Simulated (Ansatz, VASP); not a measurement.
ZnO: VASP beside Ansatz

File INCAR:

```
SYSTEM = ZnO
PREC = Accurate
ENCUT = 1000
EDIFF = 1E-8
ISMEAR = -1
SIGMA = 0.02
LREAL = .False.
LASPH = .True.
NELM = 120
ALGO = Normal
ISIF = 2
LWAVE = .False.
LCHARG = .False.
GGA = PE
LEFG = .True.
NBANDS = 26
GGA_COMPAT = .False.
```

Contents of KPOINTS:

```
Automatic mesh
0
Gamma
  11 11 6
  0 0 0
```

The input POSCAR:

```
ZnO
1.0
    3.2169047367      0.0000000000      0.0000000000
   -1.6084523683      2.7859212235      0.0000000000
    0.0000000000      0.0000000000      5.2038000000
Zn O
2 2
Direct
    0.3333333333      0.6666666667      0.0000000000
    0.6666666667      0.3333333333      0.5000000000
    0.3333333333      0.6666666667      0.3821000000
    0.6666666667      0.3333333333      0.8821000000
```

Input for Ansatz:

```yaml
crystal:
  lattice:
    - [3.2169047367, 0.0, 0.0]
    - [-1.6084523683, 2.7859212235, 0.0]
    - [0.0, 0.0, 5.2038]
  atoms:
    - { symbol: Zn, position: [0.3333333333, 0.6666666667, 0.0] }
    - { symbol: Zn, position: [0.6666666667, 0.3333333333, 0.5] }
    - { symbol: O, position: [0.3333333333, 0.6666666667, 0.3821] }
    - { symbol: O, position: [0.6666666667, 0.3333333333, 0.8821] }
kpoints:
  mp_grid: { grid: [11, 11, 6] }
scf:
  occupations: { method: fermi_dirac, width: 0.02 }
hamiltonian:
  xc: pbe
  pseudopotentials: { kind: paw }
output:
  forces: true
  stress: true
  eigenvalues: true
  efg: { contact_densities: true }
```

Change from the starting cell: equal xx and yy strain of -1 %, PAW files.

Alike in both runs: task electric field gradients; functional PBE; k mesh 11 × 11 × 6; occupations fermi-dirac, width 0.02 eV; no spin polarisation.

```csv
,VASP,Ansatz
version,VASP 6.6.1,Ansatz 0.2.0
potentials or method,"VASP PAW PBE potentials, release 64 (Zn, O_h)","PAW with Ansatz's default frozen-core files, scalar-relativistic"
plane-wave cutoff (eV),1000,420
valence electrons in the cell,36,36
```

Ansatz gave:

```
gap on the k mesh at the Fermi level (eV)            : 0.82
rms of the force components (eV/Å)                   : 0.074
size of Vzz on the site where it differs most (V/Å²) : 12.1
```

**Question.** Which values does VASP return?

**Answer.** gap on the k mesh at the Fermi level (eV): 0.81; rms of the force components (eV/Å): 0.078; size of Vzz on the site where it differs most (V/Å²): 12.6.

Atom by atom the forces differ by 0.004 eV/Å (rms over components).
